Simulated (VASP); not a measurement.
# ZnAu (Pm-3m) in VASP: further runs

Aim: see how the results for ZnAu move with the level of theory and the settings. Levels: LDA, PBEsol. Tasks: single point.

Everything below comes from runs of VASP 6.6.1. Logs are shortened: lines on timing, memory, paths and dates and some standing lists are left out, and cuts for length are marked.

### 1 The cell of the first run

It takes space group Pm-3m (No. 221, cubic). The conventional cell has a = 3.147 Å, b = 3.147 Å, c = 3.147 Å, α = 90.00°, β = 90.00°, γ = 90.00°. Within 3.6 Å of Au (site symmetry m-3m) lie 8 Zn at 2.73 Å and 6 Au at 3.15 Å. Zn (site symmetry m-3m) has 8 Au at 2.73 Å and 6 Zn at 3.15 Å within 3.6 Å.

### 2 Single point, LDA

The input, INCAR:

```
SYSTEM = ZnAu
PREC = Accurate ; ENCUT = 520
EDIFF = 1E-6 ; ISMEAR = -1
SIGMA = 0.05 ; LREAL = .False.
LASPH = .True. ; NELM = 80
ALGO = Normal ; ISIF = 2
LWAVE = .False. ; LCHARG = .True.
GGA = CA ; LELF = .True.
LVHAR = .True. ; NBANDS = 18
```

The input, KPOINTS:

```
Automatic mesh
0
Gamma
  5 5 5
  0 0 0
```

The input, POSCAR:

```
ZnAu
1.0
    3.1470000000      0.0000000000      0.0000000000
    0.0000000000      3.1470000000      0.0000000000
    0.0000000000      0.0000000000      3.1470000000
Au Zn
1 1
Direct
    0.0000000000      0.0000000000      0.0000000000
    0.5000000000      0.5000000000      0.5000000000
```

Potentials or basis: VASP PAW LDA potentials, release 64 (Au, Zn).

The run is started by

```bash
cat potpaw_LDA.64/Au/POTCAR potpaw_LDA.64/Zn/POTCAR > POTCAR
mpirun -np 1 vasp_std > vasp.out
```

OUTCAR:

```text
SYSTEM = ZnAu
   PREC = Accurate
   ENCUT = 520
   EDIFF = 1E-6
   ISMEAR = -1
   LREAL = .False.
   LASPH = .True.
   NELM = 80
   ISIF = 2
   GGA = CA

 ion  position               nearest neighbor table
   1  0.000  0.000  0.000-   2 2.73   2 2.73   2 2.73   2 2.73   2 2.73   2 2.73   2 2.73   2 2.73

   2  0.500  0.500  0.500-   1 2.73   1 2.73   1 2.73   1 2.73   1 2.73   1 2.73   1 2.73   1 2.73

  LATTYP: Found a simple cubic cell.
 ALAT       =     3.1470000000

  Lattice vectors:

 A1 = (   3.1470000000,   0.0000000000,   0.0000000000)
 A2 = (   0.0000000000,   3.1470000000,   0.0000000000)
 A3 = (   0.0000000000,   0.0000000000,   3.1470000000)

Analysis of symmetry for initial positions (statically):
=====================================================================
 Subroutine PRICEL returns:
 Original cell was already a primitive cell.

 Routine SETGRP: Setting up the symmetry group for a
 simple cubic supercell.

 Subroutine GETGRP returns: Found 48 space group operations
 (whereof 48 operations were pure point group operations)
 out of a pool of 48 trial point group operations.

The static configuration has the point symmetry O_h .

Analysis of symmetry for dynamics (positions and initial velocities):
=====================================================================
 Subroutine PRICEL returns:
 Original cell was already a primitive cell.

 Routine SETGRP: Setting up the symmetry group for a
 simple cubic supercell.

 Subroutine GETGRP returns: Found 48 space group operations
 (whereof 48 operations were pure point group operations)
 out of a pool of 48 trial point group operations.

The dynamic configuration has the point symmetry O_h .

 Subroutine INISYM returns: Found 48 space group operations
 (whereof 48 operations are pure point group operations),
 and found     1 'primitive' translations

----------------------------------------------------------------------------------------

                                     Primitive cell

  volume of cell :      31.1667

  direct lattice vectors                    reciprocal lattice vectors
     3.147000000  0.000000000  0.000000000     0.317762949  0.000000000  0.000000000
     0.000000000  3.147000000  0.000000000     0.000000000  0.317762949  0.000000000
     0.000000000  0.000000000  3.147000000     0.000000000  0.000000000  0.317762949

  length of vectors
[... 62 lines left out ...]
   LNONCOLLINEAR =      F non collinear calculations
   LSORBIT =      F    spin-orbit coupling
   LASPH  =      T    aspherical Exc in radial PAW
   ENCUT  =  520.0 eV  38.22 Ry    6.18 a.u.   5.85  5.85  5.85*2*pi/ulx,y,z
   NELM   =     80;   NELMIN=  2; NELMDL= -5     # of ELM steps
   EDIFF  = 0.1E-05   stopping-criterion for ELM
   LREAL  =      F    real-space projection
   EDIFFG = 0.1E-04   stopping-criterion for IOM
   NSW    =      0    number of steps for IOM
   IBRION =     -1    ionic relax: 0-MD 1-quasi-New 2-CG
   NFREE  =      0    steps in history (QN), initial steepest desc. (CG)
   ISIF   =      2    stress and relaxation
   ISYM   =      2    0-nonsym 1-usesym 2-fastsym
   POTIM  = 0.5000    time-step for ionic-motion
   TEBEG  =    0.0;   TEEND  =   0.0 temperature during run
   PSTRESS=    0.0 pullay stress
   NELECT =      23.0000    total number of electrons
   NUPDOWN=      -1.0000    fix difference up-down
   EMIN   =  10.00;   EMAX   =-10.00  energy-range for DOS
   EFERMI =   0.00;   METHOD = LEGACY
   ISMEAR =    -1;   SIGMA  =   0.05  broadening in eV -4-tet -1-fermi 0-gaus
   EFERMI_NEDOS =   21; number of points for ismear=-14 and -15
   IALGO  =     38    algorithm
   IMIX   =      4    mixing-type and parameters
     AMIX     =   0.40;   BMIX     =  1.00
     AMIX_MAG =   1.60;   BMIX_MAG =  1.00
  volume/ion in A,a.u.               =      15.58       105.16
  Fermi-wavevector in a.u.,A,eV,Ry     =   1.479406  2.795672 29.778283  2.188642
  Thomas-Fermi vector in A             =   2.593568
   LORBIT       =      0    0 simple, 1 ext, 2 COOP (PROOUT), +10 PAW based schemes
   GGA     = CA    functional components
   LHFCALC =     F    Hartree Fock is set to
   AEXX    =    0.0000 exact exchange contribution
   IVDW    =     0    specifies the selected vdW correction
   LEPSILON=     F    determine dielectric tensor
   LRPA    =     F    only Hartree local field effects (RPA)
 non-spin polarized calculation
  energy-cutoff  :      520.00
  volume of cell :       31.17
 maximum number of plane-waves:       847
 NGX is ok and might be reduce to    24
   NGX = 11   NGY = 11   NGZ = 11

 number of electron      23.0000000 magnetization

 Free energy of the ion-electron system (eV)
  ---------------------------------------------------
  ext. energy  EPLUGINS =         0.00000000
  ---------------------------------------------------
  free energy    TOTEN  =        -6.75265154 eV

  energy without entropy =       -6.74817491  energy(sigma->0) =       -6.75041323

 E-fermi :   6.6333     XC(G=0): -12.6752

 val. band max:        6.6203535629   @ k =   0.4000   0.4000   0.4000
 cond. band min:       7.4189320957   @ k =   0.4000   0.4000   0.2000
 fundamental gap:      0.7985785328
 Fermi energy:         6.6332693052

 k-point     1 :       0.0000    0.0000    0.0000
  band No.  band energies     occupation
      1      -3.7618      2.00000
      2      -1.3049      2.00000
      3      -1.3049      2.00000
      4      -0.6370      2.00000
      5      -0.6370      2.00000
      6      -0.6370      2.00000
[... 187 lines left out ...]
      5      -0.4403      2.00000
      6       0.3856      2.00000
[... 10 lines left out ...]
     17      14.1165      0.00000
     18      16.5823      0.00000

------------------------ aborting loop because EDIFF is reached ----------------------------------------

  FORCE on cell =-STRESS in cart. coord.  units (eV):
  Direction    XX          YY          ZZ          XY          YZ          ZX
  --------------------------------------------------------------------------------------
  -------------------------------------------------------------------------------------
  Total       -1.1085372     -1.1085372     -1.1085372     -0.0000000     -0.0000000      0.0000000
  in kB      -56.9863213    -56.9863213    -56.9863213     -0.0000000     -0.0000000      0.0000000
  external PRESSURE =     -56.9863213 kB  Pullay stress =       0.0000000 kB

 VOLUME and BASIS-vectors are now :
 -----------------------------------------------------------------------------
  energy-cutoff  :      520.00
  volume of cell :       31.17
      direct lattice vectors                 reciprocal lattice vectors
     3.147000000  0.000000000  0.000000000     0.317762949  0.000000000  0.000000000
     0.000000000  3.147000000  0.000000000     0.000000000  0.317762949  0.000000000
     0.000000000  0.000000000  3.147000000     0.000000000  0.000000000  0.317762949

 POSITION                                       TOTAL-FORCE (eV/Angst)
 -----------------------------------------------------------------------------------
      0.00000      0.00000      0.00000         0.000000      0.000000      0.000000
      1.57350      1.57350      1.57350         0.000000      0.000000      0.000000
 -----------------------------------------------------------------------------------
    total drift:                                0.000000      0.000000     -0.000000

  FREE ENERGIE OF THE ION-ELECTRON SYSTEM (eV)
  ---------------------------------------------------
  free  energy   TOTEN  =        -6.7526515381 eV

  energy  without entropy=       -6.7481749138  energy(sigma->0) =       -6.75041323
```

OSZICAR:

```text
N       E                     dE             d eps       ncg     rms          rms(c)
DAV:   1     0.133714184068E+03    0.13371E+03   -0.11568E+04   368   0.168E+03
DAV:   2    -0.190537357534E+01   -0.13562E+03   -0.12941E+03   360   0.322E+02
DAV:   3    -0.723771763425E+01   -0.53323E+01   -0.52975E+01   410   0.694E+01
DAV:   4    -0.728107721251E+01   -0.43360E-01   -0.43351E-01   386   0.539E+00
DAV:   5    -0.728156442016E+01   -0.48721E-03   -0.48720E-03   402   0.623E-01    0.870E+00
DAV:   6    -0.679519970907E+01    0.48636E+00   -0.13852E+00   400   0.134E+01    0.544E+00
DAV:   7    -0.676355260717E+01    0.31647E-01   -0.32304E-02   494   0.339E+00    0.288E+00
DAV:   8    -0.675267699889E+01    0.10876E-01   -0.98239E-03   390   0.998E-01    0.146E-01
DAV:   9    -0.675265596173E+01    0.21037E-04   -0.33226E-04   406   0.325E-01    0.663E-02
DAV:  10    -0.675265193493E+01    0.40268E-05   -0.51081E-05   394   0.714E-02    0.160E-02
DAV:  11    -0.675265153810E+01    0.39683E-06   -0.28807E-06   354   0.215E-02
   1 F= -.67526515E+01 E0= -.67504132E+01  d E =-.447662E-02
```

stdout:

```text
POSCAR found type information on POSCAR AuZn
 POSCAR found :  2 types and       2 ions
 scaLAPACK will be used
 LDA part: xc-table for (Slater(with rela. corr.)+CA(PZ))
 , standard interpolation
 POSCAR, INCAR and KPOINTS ok, starting setup
 FFT: planning ... GRIDC
 FFT: planning ... GRID_SOFT
 FFT: planning ... GRID
 WAVECAR not read
 entering main loop
```

It took 6.4 s on 1 thread of Intel Xeon Platinum 8259CL at 2.50GHz (Skylake/Cascade Lake), shared host; peak memory 0.12 GiB.

What came out:

```yaml
Free_energy: -6.7527 eV
Pressure: -5.7 GPa
```

Caveat: the k points lie up to 0.40 Å⁻¹ apart; spin-orbit coupling is left out, which moves the levels of the heavy elements.

### 3 Single point, PBEsol

The input, INCAR:

```
SYSTEM = ZnAu
PREC = Accurate ; ENCUT = 520
EDIFF = 1E-7 ; ISMEAR = -1
SIGMA = 0.05 ; LREAL = .False.
LASPH = .True. ; NELM = 80
ALGO = Normal ; ISIF = 2
LWAVE = .False. ; LCHARG = .False.
GGA = PS ; NBANDS = 18
```

The input, KPOINTS:

```
regular mesh
0
Gamma
  5 5 5
  0 0 0
```

POSCAR is that of step 2.

Potentials or basis: VASP PAW PBE potentials, release 64 (Au, Zn).

The run is started by

```bash
cat potpaw_PBE.64/Au/POTCAR potpaw_PBE.64/Zn/POTCAR > POTCAR
mpirun -np 1 vasp_std > vasp.out
```

Wall time 10 s (1 thread of Intel Xeon Platinum 8259CL at 2.50GHz (Skylake/Cascade Lake), shared host); peak memory 0.14 GiB.

The run converged. Its results:

```
Free energy : -5.9689 eV
Pressure    : -1.6 GPa
```

Levels at points of the mesh, in eV from the Fermi level:
```csv
k point,band 7,band 8,band 9,band 10,band 11,band 12,band 13,band 14,band 15,band 16
"(0.00, 0.00, 0.00)",-5.14,-5.14,-3.45,-3.45,-3.45,5.21,5.21,5.21,9.08,12.39
```

Caveat: the k points lie up to 0.40 Å⁻¹ apart; the PAW data sets were made with another functional, which shifts forces and pressure a little; spin-orbit coupling is left out, which moves the levels of the heavy elements.
